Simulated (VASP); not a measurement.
# MgO (Fm-3m) in VASP: further runs

The runs below take MgO through single point, with PBE.

Everything below comes from runs of VASP 6.6.1. Logs are shortened: lines on timing, memory, paths and dates and some standing lists are left out, and cuts for length are marked.

### Step 1. The cell of the first run

Symmetry: Fm-3m, No. 225, cubic system. Conventional cell: a = 4.319 Å, b = 4.319 Å, c = 4.319 Å, α = 90.00°, β = 90.00°, γ = 90.00°. Mg (site symmetry m-3m) has 6 O at 2.16 Å within 2.9 Å. O (site symmetry m-3m) has 6 Mg at 2.16 Å within 2.9 Å.

### Step 2. Single point, PBE

INCAR

```
SYSTEM = MgO
  PREC = Accurate
  ENCUT = 520
  EDIFF = 1E-7
  ISMEAR = -1
  SIGMA = 0.05
  LREAL = .FALSE.
  LASPH = .TRUE.
  NELM = 60
  ALGO = Normal
  ISIF = 2
  LWAVE = .FALSE.
  LCHARG = .FALSE.
  GGA = PE
  NBANDS = 11
```

KPOINTS

```
regular mesh
0
G
  9 9 9
  0 0 0
```

POSCAR

```
MgO
1.0
    0.0000000000      2.1595000000      2.1595000000
    2.1595000000      0.0000000000      2.1595000000
    2.1595000000      2.1595000000      0.0000000000
Mg O
1 1
Direct
    0.0000000000      0.0000000000      0.0000000000
    0.5000000000      0.5000000000      0.5000000000
```

Potentials or basis: VASP PAW PBE potentials, release 64 (Mg, O).

Run with:

```console
> cat potpaw_PBE.64/Mg/POTCAR potpaw_PBE.64/O/POTCAR > POTCAR
> mpirun -np 1 vasp_std > vasp.out
```

OUTCAR:

```text
SYSTEM = MgO
   PREC = Accurate
   ENCUT = 520
   EDIFF = 1E-7
   ISMEAR = -1
   LREAL = .FALSE.
   LASPH = .TRUE.
   NELM = 60
   ISIF = 2
   GGA = PE

 ion  position               nearest neighbor table
   1  0.000  0.000  0.000-   2 2.16   2 2.16   2 2.16   2 2.16   2 2.16   2 2.16
   2  0.500  0.500  0.500-   1 2.16   1 2.16   1 2.16   1 2.16   1 2.16   1 2.16

  LATTYP: Found a face centered cubic cell.
 ALAT       =     4.3190000000

  Lattice vectors:

 A1 = (   0.0000000000,   2.1595000000,   2.1595000000)
 A2 = (   2.1595000000,   0.0000000000,   2.1595000000)
 A3 = (   2.1595000000,   2.1595000000,   0.0000000000)

Analysis of symmetry for initial positions (statically):
=====================================================================
 Subroutine PRICEL returns:
 Original cell was already a primitive cell.

 Routine SETGRP: Setting up the symmetry group for a
 face centered cubic supercell.

 Subroutine GETGRP returns: Found 48 space group operations
 (whereof 48 operations were pure point group operations)
 out of a pool of 48 trial point group operations.

The static configuration has the point symmetry O_h .

Analysis of symmetry for dynamics (positions and initial velocities):
=====================================================================
 Subroutine PRICEL returns:
 Original cell was already a primitive cell.

 Routine SETGRP: Setting up the symmetry group for a
 face centered cubic supercell.

 Subroutine GETGRP returns: Found 48 space group operations
 (whereof 48 operations were pure point group operations)
 out of a pool of 48 trial point group operations.

The dynamic configuration has the point symmetry O_h .

 Subroutine INISYM returns: Found 48 space group operations
 (whereof 48 operations are pure point group operations),
 and found     1 'primitive' translations

----------------------------------------------------------------------------------------

                                     Primitive cell

  volume of cell :      20.1414

  direct lattice vectors                    reciprocal lattice vectors
     0.000000000  2.159500000  2.159500000    -0.231535078  0.231535078  0.231535078
     2.159500000  0.000000000  2.159500000     0.231535078 -0.231535078  0.231535078
     2.159500000  2.159500000  0.000000000     0.231535078  0.231535078 -0.231535078

  length of vectors
     3.053994188  3.053994188  3.053994188     0.401030518  0.401030518  0.401030518

  position of ions in fractional coordinates (direct lattice)
     0.000000000  0.000000000  0.000000000
     0.500000000  0.500000000  0.500000000

  ion indices of the primitive-cell ions
   primitive index   ion index
                 1           1
                 2           2

----------------------------------------------------------------------------------------

 KPOINTS: regular mesh

Automatic generation of k-mesh.
 Grid dimensions read from file:
 generate k-points for:    9    9    9

 Generating k-lattice:

  Cartesian coordinates                     Fractional coordinates (reciprocal lattice)
    -0.025726120  0.025726120  0.025726120     0.111111111  0.000000000  0.000000000
     0.025726120 -0.025726120  0.025726120     0.000000000  0.111111111  0.000000000
     0.025726120  0.025726120 -0.025726120     0.000000000  0.000000000  0.111111111

  Length of vectors
     0.044558946  0.044558946  0.044558946

  Shift w.r.t. Gamma in fractional coordinates (k-lattice)
     0.000000000  0.000000000  0.000000000

 Subroutine IBZKPT returns following result:
 ===========================================

 Found     35 irreducible k-points:

 Following reciprocal coordinates:
            Coordinates               Weight
  0.000000  0.000000  0.000000      1.000000
  0.111111  0.000000  0.000000      8.000000
  0.222222  0.000000  0.000000      8.000000
  0.333333  0.000000  0.000000      8.000000
  0.444444  0.000000  0.000000      8.000000
  0.111111  0.111111  0.000000      6.000000
[... 16 lines left out ...]
 -0.333333  0.333333  0.000000     12.000000
  0.444444  0.444444  0.000000      6.000000
 [... further k-points ...]
   k-points           NKPTS =     35   k-points in BZ     NKDIM =     35   number of bands    NBANDS=     11
   number of dos      NEDOS =    301   number of ions     NIONS =      2
   total plane-waves  NPLWV =  13824
   dimension x,y,z NGX =    24 NGY =   24 NGZ =   24
   dimension x,y,z NGXF=    48 NGYF=   48 NGZF=   48
   ions per type =               1   1
   NGX,Y,Z   is equivalent  to a cutoff of  13.06, 13.06, 13.06 a.u.
   NGXF,Y,Z  is equivalent  to a cutoff of  26.13, 26.13, 26.13 a.u.
 SYSTEM =  MgO
   PREC   = accura    normal or accurate (medium, high low for compatibility)
   ISTART =      0    job   : 0-new  1-cont  2-samecut
   ICHARG =      2    charge: 1-file 2-atom 10-const
   ISPIN  =      1    spin polarized calculation?
   LNONCOLLINEAR =      F non collinear calculations
   LSORBIT =      F    spin-orbit coupling
   LASPH  =      T    aspherical Exc in radial PAW
   ENCUT  =  520.0 eV  38.22 Ry    6.18 a.u.   5.68  5.68  5.68*2*pi/ulx,y,z
   NELM   =     60;   NELMIN=  2; NELMDL= -5     # of ELM steps
   EDIFF  = 0.1E-06   stopping-criterion for ELM
   LREAL  =      F    real-space projection
   EDIFFG = 0.1E-05   stopping-criterion for IOM
   NSW    =      0    number of steps for IOM
   IBRION =     -1    ionic relax: 0-MD 1-quasi-New 2-CG
   NFREE  =      0    steps in history (QN), initial steepest desc. (CG)
   ISIF   =      2    stress and relaxation
   ISYM   =      2    0-nonsym 1-usesym 2-fastsym
   POTIM  = 0.5000    time-step for ionic-motion
   TEBEG  =    0.0;   TEEND  =   0.0 temperature during run
   PSTRESS=    0.0 pullay stress
   NELECT =       8.0000    total number of electrons
   NUPDOWN=      -1.0000    fix difference up-down
   EMIN   =  10.00;   EMAX   =-10.00  energy-range for DOS
   EFERMI =   0.00;   METHOD = LEGACY
   ISMEAR =    -1;   SIGMA  =   0.05  broadening in eV -4-tet -1-fermi 0-gaus
   EFERMI_NEDOS =   21; number of points for ismear=-14 and -15
   IALGO  =     38    algorithm
   IMIX   =      4    mixing-type and parameters
     AMIX     =   0.40;   BMIX     =  1.00
     AMIX_MAG =   1.60;   BMIX_MAG =  1.00
  volume/ion in A,a.u.               =      10.07        67.96
  Fermi-wavevector in a.u.,A,eV,Ry     =   1.203395  2.274087 19.703414  1.448160
  Thomas-Fermi vector in A             =   2.339150
   LORBIT       =      0    0 simple, 1 ext, 2 COOP (PROOUT), +10 PAW based schemes
   GGA     = PE    functional components
   LHFCALC =     F    Hartree Fock is set to
   AEXX    =    0.0000 exact exchange contribution
   IVDW    =     0    specifies the selected vdW correction
   LEPSILON=     F    determine dielectric tensor
   LRPA    =     F    only Hartree local field effects (RPA)
 non-spin polarized calculation
  energy-cutoff  :      520.00
  volume of cell :       20.14
 maximum number of plane-waves:       556
   NGX = 11   NGY = 11   NGZ = 11

 number of electron       7.9999997 magnetization

 Free energy of the ion-electron system (eV)
  ---------------------------------------------------
  ext. energy  EPLUGINS =         0.00000000
  ---------------------------------------------------
  free energy    TOTEN  =       -11.89059596 eV

  energy without entropy =      -11.89059596  energy(sigma->0) =      -11.89059596

 E-fermi :   3.7646     XC(G=0): -10.7279

 val. band max:        2.6450759138   @ k =   0.0000   0.0000   0.0000
 cond. band min:       6.6735555316   @ k =   0.0000   0.0000   0.0000
 fundamental gap:      4.0284796178
 Fermi energy:         3.7645573394

 k-point     1 :       0.0000    0.0000    0.0000
  band No.  band energies     occupation
      1     -14.2504      2.00000
      2       2.6451      2.00000
      3       2.6451      2.00000
      4       2.6451      2.00000
      5       6.6736      0.00000
      6      18.0166      0.00000
      7      18.0166      0.00000
      8      18.0166      0.00000
      9      21.7404      0.00000
     10      23.4291      0.00000
     11      23.4291      0.00000

 k-point     2 :       0.1111    0.0000    0.0000
  band No.  band energies     occupation
      1     -14.1370      2.00000
      2       1.8806      2.00000
      3       2.5728      2.00000
      4       2.5728      2.00000
      5       7.4350      0.00000
      6      16.5956      0.00000
      7      18.2720      0.00000
      8      18.2720      0.00000
      9      22.4689      0.00000
     10      22.4689      0.00000
     11      23.4371      0.00000

 k-point     3 :       0.2222    0.0000    0.0000
  band No.  band energies     occupation
      1     -13.8339      2.00000
      2       0.4721      2.00000
      3       2.3964      2.00000
      4       2.3964      2.00000
      5       8.7689      0.00000
      6      15.0013      0.00000
      7      18.6582      0.00000
      8      18.6582      0.00000
      9      21.8774      0.00000
     10      21.8774      0.00000
     11      23.5958      0.00000

 k-point     4 :       0.3333    0.0000    0.0000
  band No.  band energies     occupation
      1     -13.4561      2.00000
      2      -0.7996      2.00000
      3       2.2060      2.00000
      4       2.2060      2.00000
      5       9.7253      0.00000
      6      14.3364      0.00000
      7      18.5052      0.00000
      8      18.5052      0.00000
      9      22.7211      0.00000
     10      22.7211      0.00000
     11      22.9017      0.00000
[... 239 lines left out ...]
 k-point    22 :      -0.4444    0.3333    0.0000
  band No.  band energies     occupation
      1     -12.9303      2.00000
      2      -0.7604      2.00000
      3       0.4782      2.00000
      4       1.5858      2.00000
      5      12.2007      0.00000
      6      13.3256      0.00000
      7      14.6597      0.00000
      8      19.7828      0.00000
      9      19.9983      0.00000
     10      27.2416      0.00000
     11      28.2900      0.00000

 k-point    23 :      -0.3333    0.3333    0.0000
  band No.  band energies     occupation
      1     -12.9442      2.00000
      2      -0.3465      2.00000
      3      -0.1805      2.00000
      4       1.7410      2.00000
      5      12.4675      0.00000
      6      14.2368      0.00000
      7      14.2477      0.00000
      8      19.4385      0.00000
      9      20.5365      0.00000
     10      25.0471      0.00000
     11      28.8505      0.00000

 k-point    24 :       0.4444    0.4444    0.0000
  band No.  band energies     occupation
      1     -12.9567      2.00000
      2      -1.0770      2.00000
      3       1.4308      2.00000
      4       1.4308      2.00000
      5      11.7621      0.00000
      6      11.7948      0.00000
      7      14.9799      0.00000
      8      20.4257      0.00000
      9      20.4257      0.00000
     10      26.7494      0.00000
     11      28.1805      0.00000

 [... further k-points ...]

------------------------ aborting loop because EDIFF is reached ----------------------------------------

  FORCE on cell =-STRESS in cart. coord.  units (eV):
  Direction    XX          YY          ZZ          XY          YZ          ZX
  --------------------------------------------------------------------------------------
  -------------------------------------------------------------------------------------
  Total       -0.8725714     -0.8725714     -0.8725714     -0.0000000      0.0000000     -0.0000000
  in kB      -69.4099852    -69.4099852    -69.4099852     -0.0000000      0.0000000     -0.0000000
  external PRESSURE =     -69.4099852 kB  Pullay stress =       0.0000000 kB

 VOLUME and BASIS-vectors are now :
 -----------------------------------------------------------------------------
  energy-cutoff  :      520.00
  volume of cell :       20.14
      direct lattice vectors                 reciprocal lattice vectors
     0.000000000  2.159500000  2.159500000    -0.231535078  0.231535078  0.231535078
     2.159500000  0.000000000  2.159500000     0.231535078 -0.231535078  0.231535078
     2.159500000  2.159500000  0.000000000     0.231535078  0.231535078 -0.231535078

 POSITION                                       TOTAL-FORCE (eV/Angst)
 -----------------------------------------------------------------------------------
      0.00000      0.00000      0.00000        -0.000000      0.000000     -0.000000
      2.15950      2.15950      2.15950         0.000000     -0.000000      0.000000
 -----------------------------------------------------------------------------------
    total drift:                               -0.000000     -0.000000      0.000000

  FREE ENERGIE OF THE ION-ELECTRON SYSTEM (eV)
  ---------------------------------------------------
  free  energy   TOTEN  =       -11.8905959612 eV

  energy  without entropy=      -11.8905959611  energy(sigma->0) =      -11.89059596
```

Wall time 6.7 s (1 thread of Intel Xeon Platinum 8488C (Sapphire Rapids), shared host); peak memory 0.13 GiB.

Results:

```yaml
Free_energy: -11.8906 eV
Pressure: -6.9 GPa
Band_gap_on_the_k_mesh: 4.03 eV, direct
```

Expect the measured gap to be larger: semilocal functionals such as PBE lack the derivative discontinuity.

### Step 3. Single point, PBE

INCAR

```
SYSTEM = MgO
PREC = Accurate
ENCUT = 520
EDIFF = 1E-6
ISMEAR = 1
SIGMA = 0.05
LREAL = .FALSE.
LASPH = .TRUE.
NELM = 60
ALGO = Normal
ISIF = 2
LWAVE = .FALSE.
LCHARG = .FALSE.
GGA = PE
NBANDS = 11
```

KPOINTS is that of step 2.

POSCAR is that of step 2.

Potentials or basis: VASP PAW PBE potentials, release 64 (Mg, O).

Run with:

```console
> cat potpaw_PBE.64/Mg/POTCAR potpaw_PBE.64/O/POTCAR > POTCAR
> mpirun -np 1 vasp_std > vasp.out
```

OUTCAR:

```text
SYSTEM = MgO
   PREC = Accurate
   ENCUT = 520
   EDIFF = 1E-6
   ISMEAR = 1
   LREAL = .FALSE.
   LASPH = .TRUE.
   NELM = 60
   ISIF = 2
   GGA = PE

 ion  position               nearest neighbor table
   1  0.000  0.000  0.000-   2 2.16   2 2.16   2 2.16   2 2.16   2 2.16   2 2.16
   2  0.500  0.500  0.500-   1 2.16   1 2.16   1 2.16   1 2.16   1 2.16   1 2.16

  LATTYP: Found a face centered cubic cell.
 ALAT       =     4.3190000000

  Lattice vectors:

 A1 = (   0.0000000000,   2.1595000000,   2.1595000000)
 A2 = (   2.1595000000,   0.0000000000,   2.1595000000)
 A3 = (   2.1595000000,   2.1595000000,   0.0000000000)
[... 513 lines left out ...]
      8      20.4257      0.00000
      9      20.4257      0.00000
     10      26.7494      0.00000
     11      28.1805      0.00000

 [... further k-points ...]
[... 5 lines left out ...]
  --------------------------------------------------------------------------------------
  -------------------------------------------------------------------------------------
  Total       -0.8727787     -0.8727787     -0.8727787      0.0000000      0.0000000     -0.0000000
  in kB      -69.4264751    -69.4264751    -69.4264751      0.0000000      0.0000000     -0.0000000
  external PRESSURE =     -69.4264751 kB  Pullay stress =       0.0000000 kB

 VOLUME and BASIS-vectors are now :
 -----------------------------------------------------------------------------
  energy-cutoff  :      520.00
  volume of cell :       20.14
      direct lattice vectors                 reciprocal lattice vectors
     0.000000000  2.159500000  2.159500000    -0.231535078  0.231535078  0.231535078
     2.159500000  0.000000000  2.159500000     0.231535078 -0.231535078  0.231535078
     2.159500000  2.159500000  0.000000000     0.231535078  0.231535078 -0.231535078

 POSITION                                       TOTAL-FORCE (eV/Angst)
 -----------------------------------------------------------------------------------
      0.00000      0.00000      0.00000        -0.000000     -0.000000     -0.000000
      2.15950      2.15950      2.15950         0.000000      0.000000      0.000000
 -----------------------------------------------------------------------------------
    total drift:                               -0.000000     -0.000000      0.000000

  FREE ENERGIE OF THE ION-ELECTRON SYSTEM (eV)
  ---------------------------------------------------
  free  energy   TOTEN  =       -11.8905823564 eV

  energy  without entropy=      -11.8906084234  energy(sigma->0) =      -11.89059105
```

It took 4.9 s on 1 thread of Intel Xeon Platinum 8488C (Sapphire Rapids), shared host; peak memory 0.14 GiB.

Results:

```yaml
Free_energy: -11.8906 eV
Pressure: -6.9 GPa
Band_gap_on_the_k_mesh: 4.03 eV, direct
```

PBE gaps usually lie below the measured ones, often by a third to a half.

(Continued in part 2 of 2.)
